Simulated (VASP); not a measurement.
# HfW (P-6m2) in VASP: further runs

HfW is run at these levels: PBE; tasks: single point, relaxation of cell and atoms.

All numbers are computed with VASP 6.6.1; they aren't measurements. Logs are shortened: lines on timing, memory, paths and dates and some standing lists are left out, and cuts for length are marked.

### Step 1. The cell of the first run

It takes space group P-6m2 (No. 187, hexagonal). Conventional cell: a = 2.960 Å, b = 2.960 Å, c = 4.981 Å, α = 90.00°, β = 90.00°, γ = 120.00°. Within 3.9 Å of Hf (site symmetry -6m2) lie 6 Hf at 2.96 Å and 6 W at 3.02 Å. Within 3.9 Å of W (site symmetry -6m2) lie 6 W at 2.96 Å and 6 Hf at 3.02 Å.

### Step 2. Single point, PBE

The input, INCAR:

```
PREC = Accurate ; ENCUT = 520
EDIFF = 1E-7 ; ISMEAR = 0
SIGMA = 0.1 ; LREAL = False
LASPH = True ; NELM = 100
ALGO = Fast ; ISIF = 2
LWAVE = False ; LCHARG = True
GGA = PE ; LELF = True
LVHAR = True ; NBANDS = 19
```

The input, KPOINTS:

```
Automatic mesh
0
Gamma
  6 6 4
```

The input, POSCAR:

```
HfW
1.0
    2.9599034011      0.0000000000      0.0000000000
   -1.4799517005      2.5633515381      0.0000000000
    0.0000000000      0.0000000000      4.9809127374
Hf W
1 1
Direct
    0.6666666667      0.3333333333      0.0000000000
    0.0000000000      0.0000000000      0.5000000000
```

Potentials or basis: VASP PAW PBE potentials, release 64 (Hf_pv, W_sv).

The run is started by

```console
> cat potpaw_PBE.64/Hf_pv/POTCAR potpaw_PBE.64/W_sv/POTCAR > POTCAR
> mpirun -np 1 vasp_std > vasp.out
```

OUTCAR:

```text
PREC = Accurate
   ENCUT = 520
   EDIFF = 1E-7
   ISMEAR = 0
   LREAL = False
   LASPH = True
   NELM = 100
   ISIF = 2
   GGA = PE

 ion  position               nearest neighbor table
   1  0.667  0.333  0.000-   2 3.02   2 3.02   2 3.02   2 3.02   2 3.02   2 3.02
   2  0.000  0.000  0.500-   1 3.02   1 3.02   1 3.02   1 3.02   1 3.02   1 3.02

  LATTYP: Found a hexagonal cell.
 ALAT       =     2.9599034011
 C/A-ratio  =     1.6827957073

  Lattice vectors:

 A1 = (   2.9599034011,   0.0000000000,   0.0000000000)
 A2 = (  -1.4799517005,   2.5633515381,   0.0000000000)
 A3 = (   0.0000000000,   0.0000000000,   4.9809127374)

Analysis of symmetry for initial positions (statically):
=====================================================================
 Subroutine PRICEL returns:
 Original cell was already a primitive cell.

 Routine SETGRP: Setting up the symmetry group for a
 hexagonal supercell.

 Subroutine GETGRP returns: Found 12 space group operations
 (whereof 12 operations were pure point group operations)
 out of a pool of 24 trial point group operations.

The static configuration has the point symmetry D_3h.

Analysis of symmetry for dynamics (positions and initial velocities):
=====================================================================
 Subroutine PRICEL returns:
 Original cell was already a primitive cell.

 Routine SETGRP: Setting up the symmetry group for a
 hexagonal supercell.

 Subroutine GETGRP returns: Found 12 space group operations
 (whereof 12 operations were pure point group operations)
 out of a pool of 24 trial point group operations.

The dynamic configuration has the point symmetry D_3h.

 Subroutine INISYM returns: Found 12 space group operations
 (whereof 12 operations are pure point group operations),
 and found     1 'primitive' translations

----------------------------------------------------------------------------------------

                                     Primitive cell

  volume of cell :      37.7915

  direct lattice vectors                    reciprocal lattice vectors
     2.959903401  0.000000000  0.000000000     0.337848863  0.195057132  0.000000000
    -1.479951701  2.563351538  0.000000000     0.000000000  0.390114265  0.000000000
     0.000000000  0.000000000  4.980912737     0.000000000  0.000000000  0.200766416

  length of vectors
     2.959903401  2.959903401  4.980912737     0.390114265  0.390114265  0.200766416

  position of ions in fractional coordinates (direct lattice)
     0.666666667  0.333333333  0.000000000
     0.000000000  0.000000000  0.500000000

  ion indices of the primitive-cell ions
   primitive index   ion index
                 1           1
                 2           2

----------------------------------------------------------------------------------------

 KPOINTS: Automatic mesh

Automatic generation of k-mesh.
 Grid dimensions read from file:
 generate k-points for:    6    6    4

 Generating k-lattice:

  Cartesian coordinates                     Fractional coordinates (reciprocal lattice)
     0.056308144  0.032509522  0.000000000     0.166666667  0.000000000  0.000000000
     0.000000000  0.065019044  0.000000000     0.000000000  0.166666667  0.000000000
     0.000000000  0.000000000  0.050191604     0.000000000  0.000000000  0.250000000

  Length of vectors
     0.065019044  0.065019044  0.050191604

  Shift w.r.t. Gamma in fractional coordinates (k-lattice)
     0.000000000  0.000000000  0.000000000

 Subroutine IBZKPT returns following result:
 ===========================================

 Found     21 irreducible k-points:

 Following reciprocal coordinates:
            Coordinates               Weight
  0.000000  0.000000  0.000000      1.000000
  0.166667 -0.000000  0.000000      6.000000
  0.333333 -0.000000  0.000000      6.000000
  0.500000 -0.000000  0.000000      3.000000
  0.166667  0.166667  0.000000      6.000000
  0.333333  0.166667  0.000000     12.000000
[... 13 lines left out ...]
  0.333333  0.166667  0.500000     12.000000
  0.333333  0.333333  0.500000      2.000000
   k-points           NKPTS =     21   k-points in BZ     NKDIM =     21   number of bands    NBANDS=     19
   number of dos      NEDOS =    301   number of ions     NIONS =      2
   total plane-waves  NPLWV =  23040
   dimension x,y,z NGX =    24 NGY =   24 NGZ =   40
   dimension x,y,z NGXF=    48 NGYF=   48 NGZF=   80
   ions per type =               1   1
   NGX,Y,Z   is equivalent  to a cutoff of  13.48, 13.48, 13.35 a.u.
   NGXF,Y,Z  is equivalent  to a cutoff of  26.96, 26.96, 26.70 a.u.
 SYSTEM =  unknown system
   PREC   = accura    normal or accurate (medium, high low for compatibility)
   ISTART =      0    job   : 0-new  1-cont  2-samecut
   ICHARG =      2    charge: 1-file 2-atom 10-const
   ISPIN  =      1    spin polarized calculation?
   LNONCOLLINEAR =      F non collinear calculations
   LSORBIT =      F    spin-orbit coupling
   LASPH  =      T    aspherical Exc in radial PAW
   ENCUT  =  520.0 eV  38.22 Ry    6.18 a.u.   5.50  5.50  9.26*2*pi/ulx,y,z
   NELM   =    100;   NELMIN=  2; NELMDL= -5     # of ELM steps
   EDIFF  = 0.1E-06   stopping-criterion for ELM
   LREAL  =      F    real-space projection
   EDIFFG = 0.1E-05   stopping-criterion for IOM
   NSW    =      0    number of steps for IOM
   IBRION =     -1    ionic relax: 0-MD 1-quasi-New 2-CG
   NFREE  =      0    steps in history (QN), initial steepest desc. (CG)
   ISIF   =      2    stress and relaxation
   ISYM   =      2    0-nonsym 1-usesym 2-fastsym
   POTIM  = 0.5000    time-step for ionic-motion
   TEBEG  =    0.0;   TEEND  =   0.0 temperature during run
   PSTRESS=    0.0 pullay stress
   NELECT =      24.0000    total number of electrons
   NUPDOWN=      -1.0000    fix difference up-down
   EMIN   =  10.00;   EMAX   =-10.00  energy-range for DOS
   EFERMI =   0.00;   METHOD = LEGACY
   ISMEAR =     0;   SIGMA  =   0.10  broadening in eV -4-tet -1-fermi 0-gaus
   EFERMI_NEDOS =   21; number of points for ismear=-14 and -15
   IALGO  =     68    algorithm
   IMIX   =      4    mixing-type and parameters
     AMIX     =   0.40;   BMIX     =  1.00
     AMIX_MAG =   1.60;   BMIX_MAG =  1.00
  volume/ion in A,a.u.               =      18.90       127.51
  Fermi-wavevector in a.u.,A,eV,Ry     =   1.407172  2.659169 26.941327  1.980132
  Thomas-Fermi vector in A             =   2.529458
   LORBIT       =      0    0 simple, 1 ext, 2 COOP (PROOUT), +10 PAW based schemes
   GGA     = PE    functional components
   LHFCALC =     F    Hartree Fock is set to
   AEXX    =    0.0000 exact exchange contribution
   IVDW    =     0    specifies the selected vdW correction
   LEPSILON=     F    determine dielectric tensor
   LRPA    =     F    only Hartree local field effects (RPA)
 non-spin polarized calculation
 RMM-DIIS sequential band-by-band and
 Gauss-broadening in eV      SIGMA  =   0.10
  energy-cutoff  :      520.00
  volume of cell :       37.79
 maximum number of plane-waves:      1051
 NGX is ok and might be reduce to    24
   NGX = 11   NGY = 11   NGZ = 19

 number of electron      24.0000001 magnetization

 Free energy of the ion-electron system (eV)
  ---------------------------------------------------
  ext. energy  EPLUGINS =         0.00000000
  ---------------------------------------------------
  free energy    TOTEN  =       -21.92298110 eV

  energy without entropy =      -21.90480701  energy(sigma->0) =      -21.91389406

 E-fermi :   7.3941     XC(G=0): -12.3608

 val. band max:        7.3817916885   @ k =   0.3333   0.3333   0.5000
 cond. band min:       7.4141433972   @ k =   0.1667   0.1667   0.0000
 fundamental gap:      0.0323517087
 Fermi energy:         7.3940748393

 k-point     1 :       0.0000    0.0000    0.0000
  band No.  band energies     occupation
      1     -66.3524      2.00000
      2     -30.5884      2.00000
      3     -30.2058      2.00000
      4     -30.2058      2.00000
      5     -22.7531      2.00000
      6     -22.2734      2.00000
[... 11 lines left out ...]
     18      13.1130      0.00000
     19      13.1130      0.00000

 k-point     2 :       0.1667   -0.0000    0.0000
  band No.  band energies     occupation
      1     -66.3418      2.00000
      2     -30.5629      2.00000
      3     -30.3602      2.00000
      4     -30.2424      2.00000
      5     -22.7163      2.00000
      6     -22.5831      2.00000
[... 11 lines left out ...]
     18      13.3301      0.00000
     19      14.6451      0.00000

 k-point     3 :       0.3333   -0.0000    0.0000
  band No.  band energies     occupation
      1     -66.3205      2.00000
      2     -30.6596      2.00000
      3     -30.5115      2.00000
      4     -30.3148      2.00000
      5     -23.1624      2.00000
      6     -22.6412      2.00000
[... 11 lines left out ...]
     18      13.5017      0.00000
     19      15.7614      0.00000

 k-point     4 :       0.5000   -0.0000    0.0000
  band No.  band energies     occupation
      1     -66.3099      2.00000
      2     -30.8048      2.00000
      3     -30.4857      2.00000
      4     -30.3506      2.00000
      5     -23.4347      2.00000
      6     -22.6030      2.00000
[... 11 lines left out ...]
     18      15.2168      0.00000
     19      15.2654      0.00000

 k-point     5 :       0.1667    0.1667    0.0000
  band No.  band energies     occupation
      1     -66.3258      2.00000
      2     -30.5573      2.00000
      3     -30.5244      2.00000
      4     -30.3265      2.00000
      5     -22.9660      2.00000
      6     -22.6601      2.00000
[... 11 lines left out ...]
     18      13.0170      0.00000
     19      16.0885      0.00000
[... 268 lines left out ...]
      2     -30.8087      2.00000
      3     -30.4890      2.00000
      4     -30.3500      2.00000
      5     -23.4215      2.00000
      6     -22.5949      2.00000
[... 11 lines left out ...]
     18      13.6808      0.00000
     19      15.2731      0.00000

 k-point    19 :       0.1667    0.1667    0.5000
  band No.  band energies     occupation
      1     -66.3259      2.00000
      2     -30.5597      2.00000
      3     -30.5201      2.00000
      4     -30.3263      2.00000
      5     -22.9580      2.00000
      6     -22.6738      2.00000
[... 11 lines left out ...]
     18      12.7144      0.00000
     19      13.0802      0.00000

 k-point    20 :       0.3333    0.1667    0.5000
  band No.  band energies     occupation
      1     -66.3099      2.00000
      2     -30.7332      2.00000
      3     -30.4888      2.00000
      4     -30.4301      2.00000
      5     -23.2814      2.00000
      6     -22.7032      2.00000
[... 11 lines left out ...]
     18      13.3402      0.00000
     19      15.8674      0.00000

 k-point    21 :       0.3333    0.3333    0.5000
  band No.  band energies     occupation
      1     -66.3046      2.00000
      2     -30.6331      2.00000
      3     -30.6256      2.00000
      4     -30.4782      2.00000
      5     -23.0912      2.00000
      6     -23.0793      2.00000
[... 11 lines left out ...]
     18      15.9455      0.00000
     19      17.1367      0.00000

------------------------ aborting loop because EDIFF is reached ----------------------------------------

  FORCE on cell =-STRESS in cart. coord.  units (eV):
  Direction    XX          YY          ZZ          XY          YZ          ZX
  --------------------------------------------------------------------------------------
  -------------------------------------------------------------------------------------
  Total       -0.1107683     -0.1107683     -0.1215682     -0.0000000      0.0000000      0.0000000
  in kB       -4.6960355     -4.6960355     -5.1538997     -0.0000000      0.0000000      0.0000000
  external PRESSURE =      -4.8486569 kB  Pullay stress =       0.0000000 kB

 VOLUME and BASIS-vectors are now :
 -----------------------------------------------------------------------------
  energy-cutoff  :      520.00
  volume of cell :       37.79
      direct lattice vectors                 reciprocal lattice vectors
     2.959903401  0.000000000  0.000000000     0.337848863  0.195057132  0.000000000
    -1.479951701  2.563351538  0.000000000     0.000000000  0.390114265  0.000000000
     0.000000000  0.000000000  4.980912737     0.000000000  0.000000000  0.200766416

 POSITION                                       TOTAL-FORCE (eV/Angst)
 -----------------------------------------------------------------------------------
      1.47995      0.85445      0.00000         0.000000     -0.000000      0.000000
      0.00000      0.00000      2.49046        -0.000000      0.000000      0.000000
 -----------------------------------------------------------------------------------
    total drift:                               -0.000000      0.000000      0.000000

  FREE ENERGIE OF THE ION-ELECTRON SYSTEM (eV)
  ---------------------------------------------------
  free  energy   TOTEN  =       -21.9229811017 eV

  energy  without entropy=      -21.9048070130  energy(sigma->0) =      -21.91389406
```

Wall time 12 s (1 thread of Intel Xeon 6975P-C (Granite Rapids), shared host); peak memory 0.16 GiB.

What came out:

* Free energy: -21.9230 eV
* Pressure: -0.5 GPa
* Band gap on the k mesh: zero (bands 12 and 13 overlap by 1.21 eV)

Levels at points of the mesh, in eV from the Fermi level:
```
           k point  band 9  band 10  band 11  band 12  band 13  band 14  band 15  band 16
(0.00, 0.00, 0.00)   -4.68    -0.07    -0.07     0.04     0.45     1.86     1.86     1.94
(0.50, 0.00, 0.00)   -3.61    -3.24    -0.71     0.08     0.23     0.86     4.53     6.12
(0.00, 0.00, 0.50)   -5.87    -1.38    -0.21    -0.20    -0.20     0.93     0.93     3.49
(0.50, 0.00, 0.50)   -4.15    -2.33    -1.79     1.01     1.30     1.93     3.46     4.60
```

Caveat: the k points lie up to 0.41 Å⁻¹ apart, too coarse for converged energies and pressures of a metal; spin-orbit coupling is left out, which moves the levels of the heavy elements.

(Part 1 of 2 ends here.)

The gap in the log of VASP goes by the Fermi energy; the results here count the filled bands.